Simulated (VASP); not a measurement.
Runs of VASP 6.6.1 on KCl. The structure is that of space group Fm-3m (No. 225), or close to it. The cells are those of the table. 

| cell | gap on the mesh (eV) | pressure (GPa) |
| --- | --- | --- |
| a = 4.486, b = 4.486, c = 4.463 Å, angles 60.2, 60.2, 59.7°, 2 atoms | 5.12 | (b) |
| a = 4.441 Å, angles 60.7°, 2 atoms | 5.14 | (a) |
| a = 4.433 Å, angles 60.0°, 2 atoms | 5.23 | 1.0 |
| a = 4.486, b = 4.486, c = 4.508 Å, angles 59.8, 59.8, 60.3°, 2 atoms | 5.08 | 0.2 |
| a = 4.522 Å, angles 60.0°, 2 atoms | 5.02 | -0.1 |

Alike in all rows: task single point; level PBE; potentials or basis VASP PAW PBE potentials, release 64 (K_sv, Cl); no spin polarisation; k mesh 7 × 7 × 7; cutoff (eV) 520; smearing fermi-dirac 0.03 eV.

Q: Estimate the missing entries.

A: (a) 0.6; (b) 0.4.

A k mesh can miss the band edges.
